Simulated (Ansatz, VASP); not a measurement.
Two plane-wave programs on Zn

Contents of INCAR:

```
PREC = Accurate
ENCUT = 520
EDIFF = 1E-6
ISMEAR = 0
SIGMA = 0.15
LREAL = False
LASPH = True
NELM = 100
ALGO = Normal
ISIF = 2
LWAVE = False
LCHARG = True
GGA = PE
LELF = True
LVHAR = True
NBANDS = 12
```

KPOINTS

```
regular mesh
0
Gamma
  20 20 20
```

The input POSCAR:

```
Zn
1.0
    0.0000000000      1.9643393415      1.9643393415
    1.9643393415      0.0000000000      1.9643393415
    1.9643393415      1.9643393415      0.0000000000
Zn
1
Direct
    0.0000000000      0.0000000000      0.0000000000
```

Input for Ansatz:

```yaml
crystal:
  lattice:
    - [0.0, 1.9643393415, 1.9643393415]
    - [1.9643393415, 0.0, 1.9643393415]
    - [1.9643393415, 1.9643393415, 0.0]
  atoms:
    - { symbol: Zn, position: [0.0, 0.0, 0.0] }
basis:
  ecutwfc: 520.0
kpoints:
  mp_grid: { grid: [20, 20, 20] }
hamiltonian:
  xc: pbe
scf:
  occupations: { method: gaussian, width: 0.15 }
output:
  forces: true
  stress: true
  eigenvalues: true
  write_density: true
  write_potential: true
  elf: true
  volumetric_format: npy
```

Alike in both runs: task single point; functional PBE; k mesh 20 × 20 × 20; occupations gaussian, width 0.15 eV; no spin polarisation.

```csv
,VASP,Ansatz
version,VASP 6.6.1,Ansatz 0.2.0
potentials or method,"VASP PAW PBE potentials, release 64 (Zn), cutoff 520 eV","scalar-relativistic, plane waves, PAW"
valence electrons in the cell,12,12
```

|  | VASP | Ansatz | Ansatz less VASP |
| --- | --- | --- | --- |
| gap on the k mesh at the Fermi level (eV) | none | none | - |
| pressure (GPa) | 0.4 | 0.0 | -0.40 |

A gap of «none» marks a metal or a gap that the smearing closes. With one functional, cell and mesh, what is left measures potentials, basis and numerics.
